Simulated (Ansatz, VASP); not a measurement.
Na: VASP beside Ansatz

Contents of INCAR:

```
ALGO = Normal ; EDIFF = 1E-8
ENCUT = 520 ; GGA = PE
ISIF = 2 ; ISMEAR = -1
IVDW = 12 ; LASPH = True
LCHARG = False ; LEFG = True
LREAL = False ; LWAVE = False
NBANDS = 10 ; NELM = 80
PREC = Accurate ; SIGMA = 0.03
```

The input KPOINTS:

```
k-points
0
Gamma
  16 16 16
```

Contents of POSCAR:

```
Na
1.0
   -2.1590301515      2.1590301515      2.1590301515
    2.1590301515     -2.1590301515      2.1590301515
    2.1590301515      2.1590301515     -2.1590301515
Na
1
Direct
    0.0000000000      0.0000000000      0.0000000000
```

Input for Ansatz:

```yaml
crystal:
  lattice:
    - [-2.1590301515, 2.1590301515, 2.1590301515]
    - [2.1590301515, -2.1590301515, 2.1590301515]
    - [2.1590301515, 2.1590301515, -2.1590301515]
  atoms:
    - { symbol: Na, position: [0.0, 0.0, 0.0] }
kpoints:
  mp_grid: { grid: [16, 16, 16] }
scf:
  occupations: { method: fermi_dirac, width: 0.03 }
hamiltonian:
  xc: pbe
  pseudopotentials: { kind: all_electron, datasets: crystal }
  dispersion: d3bj
output:
  forces: true
  stress: true
  eigenvalues: true
  efg: { contact_densities: true }
```

Alike in both runs: task electric field gradients; functional PBE; dispersion D3(BJ); k mesh 16 × 16 × 16; occupations fermi-dirac, width 0.03 eV; no spin polarisation.

```csv
,VASP,Ansatz
version,VASP 6.6.1,Ansatz 0.2.0
potentials or method,"VASP PAW PBE potentials, release 64 (Na_pv), cutoff 520 eV","all-electron PAW with datasets made for the crystal, scalar-relativistic"
```

```tsv
	VASP	Ansatz	Ansatz less VASP
gap on the k mesh at the Fermi level (eV)	none	none	-
pressure (GPa)	-1.1	-1.1	+0.02
```

A gap of «none» marks a metal or a gap that the smearing closes. Ansatz ran all-electron here, and VASP with PAW potentials.
